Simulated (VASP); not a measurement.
# Hf5F3 (Im-3m) in VASP: further runs, part 2 of 2

VASP 6.6.1.

### Step 3. Relaxation of cell and atoms, PBE

INCAR reads:

```
PREC     = Accurate       # precision mode
ENCUT    = 600            # plane-wave cutoff, eV
EDIFF    = 1E-6           # SCF threshold, eV
ISMEAR   = 0              # smearing method
SIGMA    = 0.1            # smearing width, eV
LREAL    = False          # projectors in reciprocal space
LASPH    = True           # aspherical terms in the spheres
NELM     = 100            # most SCF steps
ALGO     = Normal         # electronic algorithm
ISIF     = 3              # what is computed and relaxed
LWAVE    = False          # write WAVECAR
LCHARG   = False          # write CHGCAR
GGA      = PE             # functional
IBRION   = 2              # ionic algorithm
NSW      = 100            # ionic steps
EDIFFG   = -0.01          # ionic threshold
```

KPOINTS reads:

```
Automatic mesh
0
Gamma
  8 8 8
```

POSCAR reads:

```
Hf5F3
1.0
   -3.3101783700      3.3101783700      3.3101783700
    3.3101783700     -3.3101783700      3.3101783700
    3.3101783700      3.3101783700     -3.3101783700
Hf F
5 3
Direct
    0.0000000000      0.0000000000      0.0000000000
    0.0000000000      0.0000000000      0.5000000000
    0.0000000000      0.5000000000      0.0000000000
    0.5000000000      0.0000000000      0.0000000000
    0.5000000000      0.5000000000      0.5000000000
    0.0000000000      0.5000000000      0.5000000000
    0.5000000000      0.5000000000      0.0000000000
    0.5000000000      0.0000000000      0.5000000000
```

Potentials or basis: VASP PAW PBE potentials, release 64 (Hf_pv, F).

Launch:

```console
$ cat potpaw_PBE.64/Hf_pv/POTCAR potpaw_PBE.64/F/POTCAR > POTCAR
$ mpirun -np 1 vasp_std > vasp.out
```

Run time: 5.2 min. Hardware: 1 thread of Intel Xeon 6975P-C (Granite Rapids), shared host; peak memory 0.43 GiB.

It converged, with:

* Free energy: -57.9112 eV
* Relaxed volume: 18.00 Å³/atom
* Relaxed cell: a = 5.719 Å, b = 5.719 Å, c = 5.719 Å, α = 109.47°, β = 109.47°, γ = 109.47°
* Space group after relaxing (to 0.05 Å): Im-3m (No. 229)
* Energy gained by relaxing: 0.3 meV/atom
* Ionic steps: 3
* Pressure after relaxing: 0.0 GPa

Step by step:
```csv
step,energy change (eV),largest force (eV/Å),pressure (GPa),volume (Å³)
1,0.0000,0.0000,-0.64,145.08
2,-0.0018,0.0000,0.26,143.58
3,-0.0022,0.0000,0.00,144.00
```

Final structure:
```
Hf F
1.0
    -3.30196    3.30196    3.30196
     3.30196   -3.30196    3.30196
     3.30196    3.30196   -3.30196
Hf F
5 3
Direct
  0.00000 0.00000 0.00000
  0.00000 0.00000 0.50000
  0.00000 0.50000 0.00000
  0.50000 0.00000 0.00000
  0.50000 0.50000 0.50000
  0.00000 0.50000 0.50000
  0.50000 0.50000 0.00000
  0.50000 0.00000 0.50000
```

Levels at points of the mesh, in eV from the Fermi level:
```tsv
k point	band 33	band 34	band 35	band 36	band 37	band 38
(0.00, 0.00, 0.00)	-2.48	-1.82	-0.89	-0.89	0.44	0.44
(0.50, 0.00, 0.00)	-0.46	-0.46	-0.34	-0.21	-0.16	0.55
(0.50, 0.50, 0.50)	-0.90	-0.90	0.12	0.12	0.91	0.91
```

Caveat: spin-orbit coupling is left out, which moves the levels of the heavy elements; an odd number of electrons without spin polarisation forces a metal; a magnetic or distorted state may lie lower.

### Step 4. Single point, PBE

INCAR reads:

```
PREC = Accurate
ENCUT = 520
EDIFF = 1E-6
ISMEAR = 0
SIGMA = 0.1
LREAL = F
LASPH = T
NELM = 100
ALGO = Normal
ISIF = 2
LWAVE = F
LCHARG = F
GGA = PE
NBANDS = 46
```

KPOINTS reads:

```
regular mesh
0
Gamma
  4 4 4
```

POSCAR is that of step 3.

Potentials or basis: VASP PAW PBE potentials, release 64 (Hf_pv, F).

Launch:

```console
$ cat potpaw_PBE.64/Hf_pv/POTCAR potpaw_PBE.64/F/POTCAR > POTCAR
$ mpirun -np 1 vasp_std > vasp.out
```

OUTCAR:

```text
PREC = Accurate
   ENCUT = 520
   EDIFF = 1E-6
   ISMEAR = 0
   LREAL = F
   LASPH = T
   NELM = 100
   ISIF = 2
   GGA = PE

 ion  position               nearest neighbor table
   1  0.000  0.000  0.000-   2 2.87   3 2.87   4 2.87   5 2.87   2 2.87   3 2.87   4 2.87   5 2.87

   2  0.000  0.000  0.500-   1 2.87   6 2.87   7 2.87   8 2.87   1 2.87   6 2.87   8 2.87   7 2.87
                             4 3.31   3 3.31   5 3.31   4 3.31   5 3.31   3 3.31
   3  0.000  0.500  0.000-   1 2.87   6 2.87   7 2.87   8 2.87   6 2.87   1 2.87   7 2.87   8 2.87
                             4 3.31   2 3.31   5 3.31   5 3.31   4 3.31   2 3.31
   4  0.500  0.000  0.000-   1 2.87   6 2.87   7 2.87   8 2.87   8 2.87   7 2.87   1 2.87   6 2.87
[... 594 lines left out ...]
  in kB       -6.1766015     -6.1766015     -6.1766015     -0.0000000     -0.0000000      0.0000000
  external PRESSURE =      -6.1766015 kB  Pullay stress =       0.0000000 kB

 VOLUME and BASIS-vectors are now :
 -----------------------------------------------------------------------------
  energy-cutoff  :      520.00
  volume of cell :      145.08
      direct lattice vectors                 reciprocal lattice vectors
    -3.310178370  3.310178370  3.310178370     0.000000000  0.151049262  0.151049262
     3.310178370 -3.310178370  3.310178370     0.151049262  0.000000000  0.151049262
     3.310178370  3.310178370 -3.310178370     0.151049262  0.151049262  0.000000000

 POSITION                                       TOTAL-FORCE (eV/Angst)
 -----------------------------------------------------------------------------------
      0.00000      0.00000      0.00000         0.000000     -0.000000     -0.000000
      1.65509      1.65509     -1.65509        -0.000000      0.000000      0.000000
      1.65509     -1.65509      1.65509        -0.000000      0.000000     -0.000000
     -1.65509      1.65509      1.65509         0.000000     -0.000000     -0.000000
      1.65509      1.65509      1.65509        -0.000000     -0.000000     -0.000000
      3.31018      0.00000      0.00000        -0.000000      0.000000      0.000000
      0.00000      0.00000      3.31018         0.000000      0.000000     -0.000000
      0.00000      3.31018      0.00000         0.000000     -0.000000     -0.000000
 -----------------------------------------------------------------------------------
    total drift:                                0.000000      0.000000      0.000000

  FREE ENERGIE OF THE ION-ELECTRON SYSTEM (eV)
  ---------------------------------------------------
  free  energy   TOTEN  =       -57.9260182880 eV

  energy  without entropy=      -57.9026633260  energy(sigma->0) =      -57.91434081
```

It took 46 s on 1 thread of Intel Xeon 6975P-C (Granite Rapids), shared host; peak memory 0.32 GiB.

Results:

| Property | Result |
| --- | --- |
| Free energy | -57.9260 eV |
| Pressure | -0.6 GPa |

Levels at points of the mesh, in eV from the Fermi level:
```csv
k point,band 33,band 34,band 35,band 36,band 37,band 38
"(0.00, 0.00, 0.00)",-2.45,-1.81,-0.87,-0.87,0.45,0.45
"(0.50, 0.00, 0.00)",-0.46,-0.45,-0.33,-0.23,-0.16,0.55
"(0.50, 0.50, 0.50)",-0.88,-0.88,0.12,0.12,0.90,0.90
```

Caveat: spin-orbit coupling is left out, which moves the levels of the heavy elements; an odd number of electrons without spin polarisation forces a metal; a magnetic or distorted state may lie lower.

### Step 5. Summary

```csv
task,cell,k mesh,cutoff (eV),gap on the mesh (eV),pressure (GPa)
single point,as given,8 × 8 × 8,520,none,-0.6
relaxation of cell and atoms,relaxed,8 × 8 × 8,600,none,0.0
single point,as given,4 × 4 × 4,520,none,-0.6
```

Alike in all rows: level PBE; potentials or basis VASP PAW PBE potentials, release 64 (Hf_pv, F); no spin polarisation; smearing gaussian 0.1 eV.

Caveats: spin-orbit coupling is left out, which moves the levels of the heavy elements; an odd number of electrons without spin polarisation forces a metal; a magnetic or distorted state may lie lower.

Total energies depend on the potentials used, so only differences within one code and one set of settings carry meaning.
